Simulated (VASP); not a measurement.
Crystal: Be6N.

```xyz
7
Lattice="3.8257 0.0000 0.0000 0.0000 3.8257 0.0000 0.0000 0.0000 3.8257" Properties=species:S:1:pos:R:3 pbc="T T T"
Be    1.9129    0.0000    0.0000
Be    0.0000    1.9129    0.0000
Be    0.0000    0.0000    1.9129
Be    0.0000    1.9129    1.9129
Be    1.9129    0.0000    1.9129
Be    1.9129    1.9129    0.0000
N     1.9129    1.9129    1.9129
```

The cell was generated, and may not be a known phase.

- Program: VASP 6.6.1
- Task: relaxation of cell and atoms
- Functional: PBE
- Potentials or basis: VASP PAW PBE potentials, release 64 (Be, N)
- Cutoff: 600 eV
- k mesh: 4 × 4 × 4
- Occupations: gaussian, width 0.1 eV
- Spin: no spin polarisation

At the start: pressure 25.6 GPa; volume 8.00 Å³/atom.

Q: How do energy, volume and symmetry change on relaxing?

A: Over 3 steps the energy falls by 138.1 meV/atom and the volume is 10.08 Å³/atom (+26.0 %); space group Pm-3m (No. 221, to 0.1 Å) before and after.

Step by step:
```tsv
step	energy change (eV)	largest force (eV/Å)	pressure (GPa)	volume (Å³)
1	0.0000	0.0000	25.55	55.99
2	-0.9305	0.0000	3.90	66.98
3	-0.9669	0.0000	-0.45	70.53
```

Final structure:
```
Be N
1.0
     4.13173    0.00000    0.00000
     0.00000    4.13173    0.00000
     0.00000    0.00000    4.13173
Be N
6 1
Cartesian
  2.0659 0.0000 0.0000
  0.0000 2.0659 0.0000
  0.0000 0.0000 2.0659
  0.0000 2.0659 2.0659
  2.0659 0.0000 2.0659
  2.0659 2.0659 0.0000
  2.0659 2.0659 2.0659
```

Caveat: the k points lie up to 0.38 Å⁻¹ apart in the final cell, too coarse for converged energies and pressures of a metal; the volume moved by over 15 % at a fixed basis, so the end points are rough.
